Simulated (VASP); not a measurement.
# Nb: relaxation of cell and atoms with PBE

Crystal: Nb.

```xyz
1
Lattice="0.0000 2.1150 2.1150 2.1150 0.0000 2.1150 2.1150 2.1150 0.0000" Properties=species:S:1:pos:R:3 pbc="T T T"
Nb    0.0000    0.0000    0.0000
```

This isn't the form of Nb at room conditions, which is bcc.

```yaml
Program: VASP 6.6.1
Task: relaxation of cell and atoms
Functional: PBE
Potentials_or_basis: VASP PAW PBE potentials, release 64 (Nb_sv)
Cutoff: 600 eV
k_mesh: 14 × 14 × 14
Occupations: gaussian, width 0.1 eV
Spin: no spin polarisation
Dipole_correction: no
Further_INCAR_settings: ALGO = Normal; EDIFF = 1e-06; IBRION = 2; EDIFFG = -0.02; NSW = 90; ISIF = 3
```

```json
{
  "Relaxed volume": "18.72 Å³/atom",
  "Relaxed cell": "a = 2.980 Å, b = 2.980 Å, c = 2.980 Å, α = 60.00°, β = 60.00°, γ = 60.00°",
  "Space group after relaxing (to 0.1 Å)": "Fm-3m (No. 225)",
  "Energy gained by relaxing": "1.1 meV/atom",
  "Ionic steps": "3",
  "Pressure after relaxing": "0.0 GPa",
  "Band gap on the k mesh": "zero (an odd number of electrons rules out a gap without spin polarisation)"
}
```

Step by step:
| step | energy change (eV) | largest force (eV/Å) | pressure (GPa) | volume (Å³) |
| --- | --- | --- | --- | --- |
| 1 | 0.0000 | 0.0000 | -1.71 | 18.92 |
| 2 | 0.0021 | 0.0000 | 3.09 | 18.38 |
| 3 | -0.0011 | 0.0000 | -0.01 | 18.72 |

Final structure:
```
Nb
1.0
     0.00000    2.10739    2.10739
     2.10739    0.00000    2.10739
     2.10739    2.10739    0.00000
Nb
1
Direct
  0.00000 0.00000 0.00000
```

Levels at points of the mesh, in eV from the Fermi level:
```tsv
k point	band 3	band 4	band 5	band 6	band 7	band 8	band 9	band 10
(0.00, 0.00, 0.00)	-30.18	-30.18	-6.24	0.10	0.10	0.10	2.70	2.70
(0.50, 0.00, 0.00)	-30.33	-30.33	-3.85	-0.09	-0.09	1.37	4.67	4.67
(0.50, 0.50, 0.00)	-30.60	-30.60	-4.07	-3.33	3.59	4.65	5.23	5.23
```

Wall time 75 s on 1 thread of AMD EPYC 7R13, on a shared host, peak memory 0.13 GiB.
